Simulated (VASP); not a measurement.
# Mg8O9 (a cell with a defect) in VASP: further runs

Runs on Mg8O9 (a cell with a defect). Level: PBE. Tasks: single point.

All numbers are computed with VASP 6.6.1; they aren't measurements. Logs are shortened: lines on timing, memory, paths and dates and some standing lists are left out, and cuts for length are marked.

### Step 1. The cell of the first run

The cell holds a defect, 17 atoms: a = 5.452 Å, b = 5.452 Å, c = 5.452 Å, α = 60.00°, β = 60.00°, γ = 60.00°.

### Step 2. Single point, PBE, collinear spin

INCAR

```
SYSTEM = Mg8O9
  PREC = Accurate
  ENCUT = 520
  EDIFF = 1E-7
  ISMEAR = -1
  SIGMA = 0.05
  LREAL = Auto
  LASPH = .True.
  NELM = 150
  ALGO = Normal
  ISIF = 2
  LWAVE = .False.
  LCHARG = .False.
  ISPIN = 2
  MAGMOM = 0 0 0 0 0 0 0 0 0 0 0.33 0.33 0 0 0 0.33 0.72
  LORBIT = 11
  GGA = PE
  NBANDS = 53
```

KPOINTS

```
Automatic mesh
0
Gamma
  2 2 2
  0 0 0
```

POSCAR

```
Mg8O9
1.0
    0.0000000000      3.8550000000      3.8550000000
    3.8550000000      0.0000000000      3.8550000000
    3.8550000000      3.8550000000      0.0000000000
Mg O
8 9
Direct
    0.0253566796     -0.0368741894      0.0123605707
   -0.0230739300      0.0972632944      0.4603242542
   -0.0019714656      0.5023346304     -0.0104020752
    0.0411413748      0.4710765240      0.4927885863
    0.5083398184      0.0096627756      0.0179896239
    0.5187937743     -0.0311413748      0.5064980545
    0.5188456550      0.4714007782      0.0000907912
    0.4752788586      0.5096498054      0.5103242542
    0.2612970169      0.2452399481      0.2511024643
    0.2390661479      0.2292088197      0.7682490272
    0.2928404669      0.7530739300      0.2106095979
    0.2872762646      0.7187159533      0.7635408560
    0.7550972763      0.2253955901      0.2443839170
    0.7501037613      0.2533722438      0.7495071336
    0.7525680934      0.7240856031      0.2776005188
    0.7184046693      0.7534760052      0.8000648508
   -0.0324643320      0.7532944228      0.5710376135
```

Potentials or basis: VASP PAW PBE potentials, release 64 (Mg, O).

Command:

```bash
$ cat potpaw_PBE.64/Mg/POTCAR potpaw_PBE.64/O/POTCAR > POTCAR
$ mpirun -np 1 vasp_std > vasp.out
```

OUTCAR:

```text
SYSTEM = Mg8O9
   PREC = Accurate
   ENCUT = 520
   EDIFF = 1E-7
   ISMEAR = -1
   LREAL = Auto
   LASPH = .True.
   NELM = 150
   ISIF = 2
   ISPIN = 2
   LORBIT = 11
   GGA = PE

 ion  position               nearest neighbor table
   1  0.025  0.963  0.012-  11 1.81  10 1.86  12 1.90  13 1.91  15 1.98  14 2.08  17 2.57   4 2.65
                             3 2.66   7 2.69   5 2.69   6 2.72   6 2.73   2 2.74   7 2.77   5 2.78
   2  0.977  0.097  0.460-  17 1.68   9 1.71  14 1.75  13 1.76  11 2.31   4 2.33  16 2.34  12 2.40
                             3 2.40   8 2.52   5 2.69   1 2.74   6 2.78   6 2.79  15 2.79   5 2.83
   3  0.998  0.502  0.990-  16 1.83  10 1.91  12 1.96  15 1.97  13 2.01   9 2.02  17 2.03   2 2.40
                             8 2.61   1 2.66   7 2.67   4 2.68   5 2.73   5 2.74   4 2.78   7 2.79
   4  0.041  0.471  0.493-  17 1.61   9 1.80  10 1.84  15 1.95  14 1.97  11 2.06  16 2.28   2 2.33
                             8 2.53   7 2.65   1 2.65   6 2.67   3 2.68   6 2.78   3 2.78   1 2.80
   5  0.508  0.010  0.018-   9 1.81  16 1.84  11 1.84  14 1.88  15 1.95  10 2.01   7 2.50   6 2.59
                             1 2.69   2 2.69   8 2.71   3 2.73   3 2.74   8 2.75   1 2.78   2 2.83
   6  0.519  0.969  0.506-  15 1.83  12 1.86  13 1.90  16 1.93   9 1.98  10 2.02  17 2.25   5 2.59
                             8 2.62   4 2.67   7 2.70   1 2.72   1 2.73   7 2.75   2 2.78   4 2.78
   7  0.519  0.471  0.000-  12 1.81  14 1.81  13 1.85   9 1.87  16 1.88  11 1.91   5 2.50   4 2.65
                             3 2.67   1 2.69   8 2.69   6 2.70   6 2.75   1 2.77   8 2.78   3 2.79
   8  0.475  0.510  0.510-  12 1.80  11 1.89  15 1.90  14 1.98  10 2.00  13 2.12  17 2.32   2 2.52
                             4 2.53   3 2.61   6 2.62   7 2.69   5 2.71   5 2.75   7 2.78   3 2.84
   9  0.261  0.245  0.251-   2 1.71   4 1.80   5 1.81   7 1.87   6 1.98   3 2.02
  10  0.239  0.229  0.768-   4 1.84   1 1.86   3 1.91   8 2.00   5 2.01   6 2.02
  11  0.293  0.753  0.211-   1 1.81   5 1.84  17 1.88   8 1.89   7 1.91   4 2.06   2 2.31
  12  0.287  0.719  0.764-   8 1.80   7 1.81   6 1.86   1 1.90   3 1.96   2 2.40
  13  0.755  0.225  0.244-   2 1.76   7 1.85   6 1.90   1 1.91   3 2.01   8 2.12
  14  0.750  0.253  0.750-   2 1.75   7 1.81   5 1.88   4 1.97   8 1.98   1 2.08
  15  0.753  0.724  0.278-   6 1.83   8 1.90   5 1.95   4 1.95   3 1.97   1 1.98   2 2.79
  16  0.718  0.753  0.800-  17 1.31   3 1.83   5 1.84   7 1.88   6 1.93   4 2.28   2 2.34
  17  0.968  0.753  0.571-  16 1.31   4 1.61   2 1.68  11 1.88   3 2.03   6 2.25   8 2.32   1 2.57

  LATTYP: Found a face centered cubic cell.
 ALAT       =     7.7100000000

  Lattice vectors:

 A1 = (   0.0000000000,   3.8550000000,   3.8550000000)
 A2 = (   3.8550000000,   0.0000000000,   3.8550000000)
 A3 = (   3.8550000000,   3.8550000000,   0.0000000000)

Analysis of symmetry for initial positions (statically):
=====================================================================
 Subroutine PRICEL returns:
 Original cell was already a primitive cell.

 Routine SETGRP: Setting up the symmetry group for a
 face centered cubic supercell.

 Subroutine GETGRP returns: Found  1 space group operations
 (whereof  1 operations were pure point group operations)
 out of a pool of 48 trial point group operations.

The static configuration has the point symmetry C_1 .

Analysis of symmetry for dynamics (positions and initial velocities):
=====================================================================
 Subroutine PRICEL returns:
 Original cell was already a primitive cell.

 Routine SETGRP: Setting up the symmetry group for a
 face centered cubic supercell.

 Subroutine GETGRP returns: Found  1 space group operations
 (whereof  1 operations were pure point group operations)
 out of a pool of 48 trial point group operations.

The dynamic configuration has the point symmetry C_1 .

Analysis of structural, dynamic, and magnetic symmetry:
=====================================================================
 Subroutine PRICEL returns:
 Original cell was already a primitive cell.

 Routine SETGRP: Setting up the symmetry group for a
 face centered cubic supercell.

 Subroutine GETGRP returns: Found  1 space group operations
 (whereof  1 operations were pure point group operations)
 out of a pool of 48 trial point group operations.

The overall configuration has the point symmetry C_1 .

 Subroutine INISYM returns: Found  1 space group operations
 (whereof  1 operations are pure point group operations),
 and found     1 'primitive' translations

----------------------------------------------------------------------------------------

                                     Primitive cell

  volume of cell :     114.5785

  direct lattice vectors                    reciprocal lattice vectors
     0.000000000  3.855000000  3.855000000    -0.129701686  0.129701686  0.129701686
     3.855000000  0.000000000  3.855000000     0.129701686 -0.129701686  0.129701686
     3.855000000  3.855000000  0.000000000     0.129701686  0.129701686 -0.129701686

  length of vectors
     5.451793283  5.451793283  5.451793283     0.224649910  0.224649910  0.224649910

  position of ions in fractional coordinates (direct lattice)
     0.025356680  0.963125811  0.012360571
     0.976926070  0.097263294  0.460324254
     0.998028534  0.502334630  0.989597925
     0.041141375  0.471076524  0.492788586
[... 67 lines left out ...]
  0.500000  0.500000  0.000000      1.000000
  0.000000  0.500000  0.500000      1.000000
  0.500000  0.000000  0.500000      1.000000
   k-points           NKPTS =      8   k-points in BZ     NKDIM =      8   number of bands    NBANDS=     53
   number of dos      NEDOS =    301   number of ions     NIONS =     17
   total plane-waves  NPLWV =  74088
   dimension x,y,z NGX =    42 NGY =   42 NGZ =   42
   dimension x,y,z NGXF=    84 NGYF=   84 NGZF=   84
   ions per type =               8   9
   NGX,Y,Z   is equivalent  to a cutoff of  12.81, 12.81, 12.81 a.u.
   NGXF,Y,Z  is equivalent  to a cutoff of  25.61, 25.61, 25.61 a.u.
 SYSTEM =  Mg8O9
   PREC   = accura    normal or accurate (medium, high low for compatibility)
   ISTART =      0    job   : 0-new  1-cont  2-samecut
   ICHARG =      2    charge: 1-file 2-atom 10-const
   ISPIN  =      2    spin polarized calculation?
   LNONCOLLINEAR =      F non collinear calculations
   LSORBIT =      F    spin-orbit coupling
   LASPH  =      T    aspherical Exc in radial PAW
   ENCUT  =  520.0 eV  38.22 Ry    6.18 a.u.  10.14 10.14 10.14*2*pi/ulx,y,z
   NELM   =    150;   NELMIN=  2; NELMDL= -5     # of ELM steps
   EDIFF  = 0.1E-06   stopping-criterion for ELM
   LREAL  =      T    real-space projection
   EDIFFG = 0.1E-05   stopping-criterion for IOM
   NSW    =      0    number of steps for IOM
   IBRION =     -1    ionic relax: 0-MD 1-quasi-New 2-CG
   NFREE  =      0    steps in history (QN), initial steepest desc. (CG)
   ISIF   =      2    stress and relaxation
   ISYM   =      2    0-nonsym 1-usesym 2-fastsym
   POTIM  = 0.5000    time-step for ionic-motion
   TEBEG  =    0.0;   TEEND  =   0.0 temperature during run
   PSTRESS=    0.0 pullay stress
   NELECT =      70.0000    total number of electrons
   NUPDOWN=      -1.0000    fix difference up-down
   EMIN   =  10.00;   EMAX   =-10.00  energy-range for DOS
   EFERMI =   0.00;   METHOD = LEGACY
   ISMEAR =    -1;   SIGMA  =   0.05  broadening in eV -4-tet -1-fermi 0-gaus
   EFERMI_NEDOS =   21; number of points for ismear=-14 and -15
   IALGO  =     38    algorithm
   IMIX   =      4    mixing-type and parameters
     AMIX     =   0.40;   BMIX     =  1.00
     AMIX_MAG =   1.60;   BMIX_MAG =  1.00
  volume/ion in A,a.u.               =       6.74        45.48
  Fermi-wavevector in a.u.,A,eV,Ry     =   1.389120  2.625056 26.254546  1.929655
  Thomas-Fermi vector in A             =   2.513181
   LORBIT       =     11    0 simple, 1 ext, 2 COOP (PROOUT), +10 PAW based schemes
   GGA     = PE    functional components
   LHFCALC =     F    Hartree Fock is set to
   AEXX    =    0.0000 exact exchange contribution
   IVDW    =     0    specifies the selected vdW correction
   LEPSILON=     F    determine dielectric tensor
   LRPA    =     F    only Hartree local field effects (RPA)
 spin polarized calculation
  energy-cutoff  :      520.00
  volume of cell :      114.58
 maximum number of plane-waves:      3119
 NGX is ok and might be reduce to    42
   NGX = 21   NGY = 21   NGZ = 21

 number of electron      70.0000004 magnetization      -0.0000063

 number of electron      70.0000004 magnetization       0.0000112

 Free energy of the ion-electron system (eV)
  ---------------------------------------------------
  ext. energy  EPLUGINS =         0.00000000
  ---------------------------------------------------
  free energy    TOTEN  =       -80.73512606 eV

  energy without entropy =      -80.73512606  energy(sigma->0) =      -80.73512606

 E-fermi :   8.7035     XC(G=0): -12.6815

 val. band max:        7.5757104046   @ k =   0.5000   0.0000   0.5000
 cond. band min:      13.5874885313   @ k =   0.0000   0.0000   0.0000
 fundamental gap:      6.0117781267
 Fermi energy:         8.7035252962

 spin component 1

 k-point     1 :       0.0000    0.0000    0.0000
  band No.  band energies     occupation
      1     -17.8956      1.00000
      2     -12.6911      1.00000
      3     -11.3407      1.00000
      4     -10.9091      1.00000
      5     -10.7289      1.00000
      6     -10.5658      1.00000
[... 389 lines left out ...]
     46      18.9431      0.00000
     47      19.1748      0.00000
 Fermi energy:         8.7035252962

 spin component 2

 k-point     1 :       0.0000    0.0000    0.0000
  band No.  band energies     occupation
      1     -17.8955      1.00000
      2     -12.6911      1.00000
      3     -11.3407      1.00000
      4     -10.9091      1.00000
      5     -10.7289      1.00000
      6     -10.5657      1.00000
[... 389 lines left out ...]
     46      18.9431      0.00000
     47      19.1748      0.00000
 [bands above 47 left out]

------------------------ aborting loop because EDIFF is reached ----------------------------------------

  FORCE on cell =-STRESS in cart. coord.  units (eV):
  Direction    XX          YY          ZZ          XY          YZ          ZX
  --------------------------------------------------------------------------------------
  -------------------------------------------------------------------------------------
  Total      100.1637407     77.0083916     92.6181137      1.3706029      0.0052822     -1.5916550
  in kB     1400.6124257   1076.8258992   1295.1002021     19.1654525      0.0738623    -22.2564747
  external PRESSURE =    1257.5128423 kB  Pullay stress =       0.0000000 kB

 VOLUME and BASIS-vectors are now :
 -----------------------------------------------------------------------------
  energy-cutoff  :      520.00
  volume of cell :      114.58
      direct lattice vectors                 reciprocal lattice vectors
     0.000000000  3.855000000  3.855000000    -0.129701686  0.129701686  0.129701686
     3.855000000  0.000000000  3.855000000     0.129701686 -0.129701686  0.129701686
     3.855000000  3.855000000  0.000000000     0.129701686  0.129701686 -0.129701686

 POSITION                                       TOTAL-FORCE (eV/Angst)
 -----------------------------------------------------------------------------------
      3.76050      0.14540      3.81060         0.104047     -1.196142     -0.365978
      2.14950      5.54060      4.14100        -1.316431      2.115338     -0.854901
      5.75140      7.66230      5.78390         0.096575      1.210578      0.665971
      3.71570      2.05830      1.97460        -4.109271     -1.299357     -2.558452
      0.10660      2.02900      1.99690        -1.247245     -0.871314     -0.793015
      5.68750      3.95250      5.73490         2.033030      0.108678      0.333953
[... 9 lines left out ...]
      5.98890      5.85370      5.67410         4.656258     -1.042365     -5.366078
      5.10530      5.93120      6.63380         1.126269      0.961943      3.182407
 -----------------------------------------------------------------------------------
    total drift:                                0.006346      0.011448      0.006640

  FREE ENERGIE OF THE ION-ELECTRON SYSTEM (eV)
  ---------------------------------------------------
  free  energy   TOTEN  =       -80.7351260608 eV

  energy  without entropy=      -80.7351260607  energy(sigma->0) =      -80.73512606

 total charge

# of ion       s       p       d       tot
------------------------------------------
    1        0.204   0.301   0.164   0.669
    2        0.269   0.405   0.236   0.909
    3        0.193   0.283   0.157   0.632
    4        0.245   0.381   0.230   0.856
    5        0.214   0.325   0.181   0.721
    6        0.200   0.295   0.163   0.658
[... 9 lines left out ...]
   16        1.589   3.740   0.000   5.328
   17        1.646   3.741   0.000   5.387
--------------------------------------------------
tot         15.915  36.446   1.489  53.849

 magnetization (x)

# of ion       s       p       d       tot
------------------------------------------
    1        0.000  -0.000  -0.000   0.000
    2        0.000   0.000   0.000   0.000
    3        0.000   0.000   0.000   0.000
    4        0.000   0.000   0.000   0.000
    5        0.000   0.000   0.000   0.000
    6        0.000   0.000   0.000   0.000
[... 9 lines left out ...]
   16        0.000   0.000   0.000   0.000
   17       -0.000  -0.000   0.000  -0.000
--------------------------------------------------
tot          0.000   0.000   0.000   0.000
```

Wall time 1.8 min (1 thread of AMD EPYC 9R45 (Zen 5), shared host); peak memory 0.31 GiB.

What came out:

```yaml
Free_energy: -80.7351 eV
Pressure: 125.8 GPa
Largest_force: 7.181 eV/Å
Band_gap_on_the_k_mesh: 6.01 eV
Net_moment: 0.00 μB per cell
Valence_electrons_inside_the_program's_atomic_spheres: Mg 0.67, 0.91, 0.63, 0.86, 0.72, 0.66, 0.77, 0.65; O 5.38, 5.29, 5.32, 5.33, 5.39 (each value once)
```

Forces on the atoms (eV/Å):
```
Mg   0.104 -1.196 -0.366
Mg  -1.316  2.115 -0.855
Mg   0.097  1.211  0.666
Mg  -4.109 -1.299 -2.558
Mg  -1.247 -0.871 -0.793
Mg   2.033  0.109  0.334
Mg   2.003  0.501  0.587
Mg  -1.597 -0.449 -0.472
O   -0.400  0.259  2.075
O   -0.762  1.154  2.007
O   -1.987  1.496  0.481
O    1.999 -2.283 -0.790
O    1.627 -1.531  0.761
O   -0.111  1.091 -0.028
O   -2.116 -0.226  1.136
O    4.656 -1.042 -5.366
O    1.126  0.962  3.182
```

Caveat: the k points lie up to 0.71 Å⁻¹ apart.

[end of part 1 of 2]
